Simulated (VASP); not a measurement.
# NbGa2 in VASP: single point with r2SCAN

Aim: the single point of NbGa2 with r2SCAN.

Program: VASP 6.6.1. These are calculated values, not measurements. Logs are shortened: lines on timing, memory, paths and dates and some standing lists are left out, and cuts for length are marked.

### Step 1. The cell of the first run

The typed cell holds 3 atoms: a = 4.199 Å, b = 4.199 Å, c = 4.019 Å, α = 90.00°, β = 90.00°, γ = 60.00°.

### Step 2. Single point, r2SCAN

POSCAR reads:

```
NbGa2
1.0
    2.0992746400      3.6360469100      0.0000000000
   -2.0992746400      3.6360469100      0.0000000000
    0.0000000000      0.0000000000      4.0191315800
Nb Ga
1 2
Direct
    0.0000000000      0.0000000000      0.0000000000
    0.3333000000      0.3334000000      0.5000000000
    0.6666000000      0.6667000000      0.5000000000
```

INCAR.step1 reads:

```
PREC = Accurate
ENCUT = 520
ISMEAR = -5
SIGMA = 0.1
LREAL = False
LASPH = True
NELM = 100
LMAXMIX = 4
NBANDS = 26
GGA = PE
ALGO = Normal
EDIFF = 1E-4
LWAVE = True
LCHARG = False
```

INCAR.step2 reads:

```
PREC = Accurate
ENCUT = 520
EDIFF = 1E-6
ISMEAR = -1
SIGMA = 0.1
LREAL = False
LASPH = True
NELM = 100
ALGO = Normal
ISIF = 2
LWAVE = False
LCHARG = False
LMAXMIX = 4
METAGGA = R2SCAN
LMIXTAU = True
LORBIT = 11
NBANDS = 26
ISTART = 1
```

KPOINTS reads:

```
regular mesh
0
Gamma
  9 9 8
```

Potentials or basis: VASP PAW PBE potentials, release 64 (Nb_sv, Ga_d).

Started as:

```sh
> cat potpaw_PBE.64/Nb_sv/POTCAR potpaw_PBE.64/Ga_d/POTCAR > POTCAR
> cp INCAR.step1 INCAR
> mpirun -np 1 vasp_std > vasp.out
> cp INCAR.step2 INCAR
> mpirun -np 1 vasp_std > vasp.out
```

OUTCAR:

```text
PREC = Accurate
   ENCUT = 520
   EDIFF = 1E-6
   ISMEAR = -1
   LREAL = False
   LASPH = True
   NELM = 100
   ISIF = 2
   METAGGA = R2SCAN
   LORBIT = 11
   ISTART = 1

 ion  position               nearest neighbor table
   1  0.000  0.000  0.000-
   2  0.333  0.333  0.500-   3 2.42   3 2.42   3 2.42
   3  0.667  0.667  0.500-   2 2.42   2 2.42   2 2.42

  LATTYP: Found a hexagonal cell.
 ALAT       =     4.1985463134
 C/A-ratio  =     0.9572674159

  Lattice vectors:

 A1 = (   2.0992746400,  -3.6360469100,   0.0000000000)
 A2 = (   2.0992746400,   3.6360469100,   0.0000000000)
 A3 = (   0.0000000000,   0.0000000000,   4.0191315800)

Analysis of symmetry for initial positions (statically):
=====================================================================
 Subroutine PRICEL returns:
 Original cell was already a primitive cell.

 Routine SETGRP: Setting up the symmetry group for a
 hexagonal supercell.

 Subroutine GETGRP returns: Found  4 space group operations
 (whereof  4 operations were pure point group operations)
 out of a pool of 24 trial point group operations.

The static configuration has the point symmetry C_2v.

Analysis of symmetry for dynamics (positions and initial velocities):
=====================================================================
 Subroutine PRICEL returns:
 Original cell was already a primitive cell.

 Routine SETGRP: Setting up the symmetry group for a
 hexagonal supercell.

 Subroutine GETGRP returns: Found  4 space group operations
 (whereof  4 operations were pure point group operations)
 out of a pool of 24 trial point group operations.

The dynamic configuration has the point symmetry C_2v.

 Subroutine INISYM returns: Found  4 space group operations
 (whereof  4 operations are pure point group operations),
 and found     1 'primitive' translations

----------------------------------------------------------------------------------------

                                     Primitive cell

  volume of cell :      61.3566

  direct lattice vectors                    reciprocal lattice vectors
     2.099274640  3.636046910  0.000000000     0.238177507  0.137511977  0.000000000
    -2.099274640  3.636046910  0.000000000    -0.238177507  0.137511977  0.000000000
     0.000000000  0.000000000  4.019131580     0.000000000  0.000000000  0.248809968

  length of vectors
     4.198546313  4.198546313  4.019131580     0.275023760  0.275023760  0.248809968

  position of ions in fractional coordinates (direct lattice)
     0.000000000  0.000000000  0.000000000
     0.333300000  0.333400000  0.500000000
     0.666600000  0.666700000  0.500000000

  ion indices of the primitive-cell ions
   primitive index   ion index
                 1           1
                 2           2
                 3           3

----------------------------------------------------------------------------------------

 KPOINTS: regular mesh

Automatic generation of k-mesh.
 Grid dimensions read from file:
 generate k-points for:    9    9    8

 Generating k-lattice:

  Cartesian coordinates                     Fractional coordinates (reciprocal lattice)
     0.026464167  0.015279109  0.000000000     0.111111111  0.000000000  0.000000000
    -0.026464167  0.015279109  0.000000000     0.000000000  0.111111111  0.000000000
     0.000000000  0.000000000  0.031101246     0.000000000  0.000000000  0.125000000

  Length of vectors
     0.030558196  0.030558196  0.031101246

  Shift w.r.t. Gamma in fractional coordinates (k-lattice)
     0.000000000  0.000000000  0.000000000

 Subroutine IBZKPT returns following result:
 ===========================================

 Found    125 irreducible k-points:

 Following reciprocal coordinates:
            Coordinates               Weight
  0.000000  0.000000  0.000000      1.000000
  0.111111 -0.000000  0.000000      4.000000
  0.111111  0.111111  0.000000      2.000000
  0.222222 -0.000000  0.000000      4.000000
  0.222222  0.222222  0.000000      2.000000
  0.333333 -0.000000  0.000000      4.000000
[... 16 lines left out ...]
  0.333333 -0.444444  0.000000      4.000000
 -0.222222  0.333333  0.000000      4.000000
 [... further k-points ...]
   k-points           NKPTS =    125   k-points in BZ     NKDIM =    125   number of bands    NBANDS=     26
   number of dos      NEDOS =    301   number of ions     NIONS =      3
   total plane-waves  NPLWV =  30720
   dimension x,y,z NGX =    32 NGY =   32 NGZ =   30
   dimension x,y,z NGXF=    64 NGYF=   64 NGZF=   60
   ions per type =               1   2
   NGX,Y,Z   is equivalent  to a cutoff of  12.67, 12.67, 12.41 a.u.
   NGXF,Y,Z  is equivalent  to a cutoff of  25.34, 25.34, 24.82 a.u.
 SYSTEM =  unknown system
   PREC   = accura    normal or accurate (medium, high low for compatibility)
   ISTART =      1    job   : 0-new  1-cont  2-samecut
   ICHARG =      0    charge: 1-file 2-atom 10-const
   ISPIN  =      1    spin polarized calculation?
   LNONCOLLINEAR =      F non collinear calculations
   LSORBIT =      F    spin-orbit coupling
   LASPH  =      T    aspherical Exc in radial PAW
   ENCUT  =  520.0 eV  38.22 Ry    6.18 a.u.   7.81  7.81  7.47*2*pi/ulx,y,z
   NELM   =    100;   NELMIN=  2; NELMDL=  0     # of ELM steps
   EDIFF  = 0.1E-05   stopping-criterion for ELM
   LREAL  =      F    real-space projection
   EDIFFG = 0.1E-04   stopping-criterion for IOM
   NSW    =      0    number of steps for IOM
   IBRION =     -1    ionic relax: 0-MD 1-quasi-New 2-CG
   NFREE  =      0    steps in history (QN), initial steepest desc. (CG)
   ISIF   =      2    stress and relaxation
   ISYM   =      2    0-nonsym 1-usesym 2-fastsym
   POTIM  = 0.5000    time-step for ionic-motion
   TEBEG  =    0.0;   TEEND  =   0.0 temperature during run
   PSTRESS=    0.0 pullay stress
   NELECT =      39.0000    total number of electrons
   NUPDOWN=      -1.0000    fix difference up-down
   EMIN   =  10.00;   EMAX   =-10.00  energy-range for DOS
   EFERMI =   0.00;   METHOD = LEGACY
   ISMEAR =    -1;   SIGMA  =   0.10  broadening in eV -4-tet -1-fermi 0-gaus
   EFERMI_NEDOS =   21; number of points for ismear=-14 and -15
   IALGO  =     38    algorithm
   IMIX   =      4    mixing-type and parameters
     AMIX     =   0.40;   BMIX     =  1.00
     AMIX_MAG =   1.60;   BMIX_MAG =  1.00
  volume/ion in A,a.u.               =      20.45       138.02
  Fermi-wavevector in a.u.,A,eV,Ry     =   1.407590  2.659959 26.957338  1.981308
  Thomas-Fermi vector in A             =   2.529833
   LORBIT       =     11    0 simple, 1 ext, 2 COOP (PROOUT), +10 PAW based schemes
   METAGGA = R2SCAN    functional components
   LHFCALC =     F    Hartree Fock is set to
   AEXX    =    0.0000 exact exchange contribution
   IVDW    =     0    specifies the selected vdW correction
   LEPSILON=     F    determine dielectric tensor
   LRPA    =     F    only Hartree local field effects (RPA)
 non-spin polarized calculation
  energy-cutoff  :      520.00
  volume of cell :       61.36
 maximum number of plane-waves:      1671
   NGX = 15   NGY = 15   NGZ = 15

 number of electron      39.0000005 magnetization

 Free energy of the ion-electron system (eV)
  ---------------------------------------------------
  ext. energy  EPLUGINS =         0.00000000
  ---------------------------------------------------
  free energy    TOTEN  =       -46.79742608 eV

  energy without entropy =      -46.73205069  energy(sigma->0) =      -46.76473839

 E-fermi :   6.9269     XC(G=0): -12.0447

 val. band max:        6.9198631205   @ k =  -0.4444   0.2222   0.1250
 cond. band min:       6.9376013287   @ k =   0.2222   0.1111   0.0000
 fundamental gap:      0.0177382081
 Fermi energy:         6.9268600174

 k-point     1 :       0.0000    0.0000    0.0000
  band No.  band energies     occupation
      1     -50.9110      2.00000
      2     -26.2286      2.00000
      3     -26.1960      2.00000
      4     -26.1959      2.00000
      5      -9.1356      2.00000
      6      -9.0600      2.00000
[... 18 lines left out ...]
     25       9.9676      0.00000
     26       9.9691      0.00000

 k-point     2 :       0.1111   -0.0000    0.0000
  band No.  band energies     occupation
      1     -50.9109      2.00000
      2     -26.2282      2.00000
      3     -26.1991      2.00000
      4     -26.1967      2.00000
      5      -9.1399      2.00000
      6      -9.0995      2.00000
[... 18 lines left out ...]
     25      10.4949      0.00000
     26      11.3607      0.00000

 k-point     3 :       0.1111    0.1111    0.0000
  band No.  band energies     occupation
      1     -50.9109      2.00000
      2     -26.2282      2.00000
      3     -26.1991      2.00000
      4     -26.1967      2.00000
      5      -9.1400      2.00000
      6      -9.0994      2.00000
[... 18 lines left out ...]
     25      10.4944      0.00000
     26      11.3607      0.00000

 k-point     4 :       0.2222   -0.0000    0.0000
  band No.  band energies     occupation
      1     -50.9105      2.00000
      2     -26.2273      2.00000
      3     -26.2071      2.00000
      4     -26.1987      2.00000
      5      -9.1860      2.00000
      6      -9.1639      2.00000
[... 18 lines left out ...]
     25      11.3550      0.00000
     26      13.0698      0.00000

 k-point     5 :       0.2222    0.2222    0.0000
  band No.  band energies     occupation
      1     -50.9105      2.00000
      2     -26.2273      2.00000
      3     -26.2070      2.00000
      4     -26.1987      2.00000
      5      -9.1863      2.00000
      6      -9.1639      2.00000
[... 18 lines left out ...]
     25      11.3546      0.00000
     26      13.0466      0.00000

 k-point     6 :       0.3333   -0.0000    0.0000
  band No.  band energies     occupation
      1     -50.9101      2.00000
      2     -26.2263      2.00000
      3     -26.2162      2.00000
      4     -26.2009      2.00000
      5      -9.2419      2.00000
      6      -9.2147      2.00000
[... 427 lines left out ...]
 k-point    21 :      -0.2222    0.2222    0.0000
  band No.  band energies     occupation
      1     -50.9099      2.00000
      2     -26.2258      2.00000
      3     -26.2167      2.00000
      4     -26.2053      2.00000
      5      -9.3097      2.00000
      6      -9.1584      2.00000
[... 18 lines left out ...]
     25      11.7099      0.00000
     26      12.3574      0.00000

 k-point    22 :      -0.4444    0.2222    0.0000
  band No.  band energies     occupation
      1     -50.9097      2.00000
      2     -26.2253      2.00000
      3     -26.2188      2.00000
      4     -26.2089      2.00000
      5      -9.3445      2.00000
      6      -9.1571      2.00000
[... 18 lines left out ...]
     25      12.1988      0.00000
     26      12.4729      0.00000

 k-point    23 :       0.3333   -0.4444    0.0000
  band No.  band energies     occupation
      1     -50.9097      2.00000
      2     -26.2253      2.00000
      3     -26.2187      2.00000
      4     -26.2089      2.00000
      5      -9.3445      2.00000
      6      -9.1573      2.00000
[... 18 lines left out ...]
     25      12.1992      0.00000
     26      12.4730      0.00000

 k-point    24 :      -0.2222    0.3333    0.0000
  band No.  band energies     occupation
      1     -50.9097      2.00000
      2     -26.2253      2.00000
      3     -26.2188      2.00000
      4     -26.2089      2.00000
      5      -9.3444      2.00000
      6      -9.1570      2.00000
[... 18 lines left out ...]
     25      12.1991      0.00000
     26      12.4728      0.00000

 [... further k-points ...]

------------------------ aborting loop because EDIFF is reached ----------------------------------------

  FORCE on cell =-STRESS in cart. coord.  units (eV):
  Direction    XX          YY          ZZ          XY          YZ          ZX
  --------------------------------------------------------------------------------------
  -------------------------------------------------------------------------------------
  Total       -5.4532778     -5.4496349     -8.8860521      0.0000000      0.0000000      0.0000000
  in kB     -142.3991012   -142.3039762   -232.0376614      0.0000000      0.0000000      0.0000000
  external PRESSURE =    -172.2469129 kB  Pullay stress =       0.0000000 kB

 VOLUME and BASIS-vectors are now :
 -----------------------------------------------------------------------------
  energy-cutoff  :      520.00
  volume of cell :       61.36
      direct lattice vectors                 reciprocal lattice vectors
     2.099274640  3.636046910  0.000000000     0.238177507  0.137511977  0.000000000
    -2.099274640  3.636046910  0.000000000    -0.238177507  0.137511977  0.000000000
     0.000000000  0.000000000  4.019131580     0.000000000  0.000000000  0.248809968

 POSITION                                       TOTAL-FORCE (eV/Angst)
 -----------------------------------------------------------------------------------
      0.00000      0.00000      0.00000        -0.000061      0.000000      0.000000
     -0.00021      2.42415      2.00957         0.000031     -0.001793      0.000000
     -0.00021      4.84794      2.00957         0.000031      0.001793      0.000000
 -----------------------------------------------------------------------------------
    total drift:                               -0.000439      0.000000     -0.000000

  FREE ENERGIE OF THE ION-ELECTRON SYSTEM (eV)
  ---------------------------------------------------
  free  energy   TOTEN  =       -46.7974260831 eV

  energy  without entropy=      -46.7320506928  energy(sigma->0) =      -46.76473839

 total charge

# of ion       s       p       d       tot
------------------------------------------
    1        2.091   5.932   2.380  10.403
    2        0.839   0.853   9.971  11.663
    3        0.839   0.853   9.971  11.663
--------------------------------------------------
tot          3.768   7.639  22.323  33.730
```

Run time: 4.6 min. Hardware: 1 thread of Intel Xeon 6975P-C (Granite Rapids), shared host; peak memory 0.32 GiB.

Results:

```yaml
Free_energy: -46.7974 eV
Pressure: -17.2 GPa
Band_gap_on_the_k_mesh: zero (an odd number of electrons rules out a gap without spin polarisation)
Valence_electrons_inside_the_program's_atomic_spheres: Nb 10.40; Ga 11.66
```

Caveat: the cell stands under tension; the PAW data sets were made with another functional, which shifts forces and pressure a little.
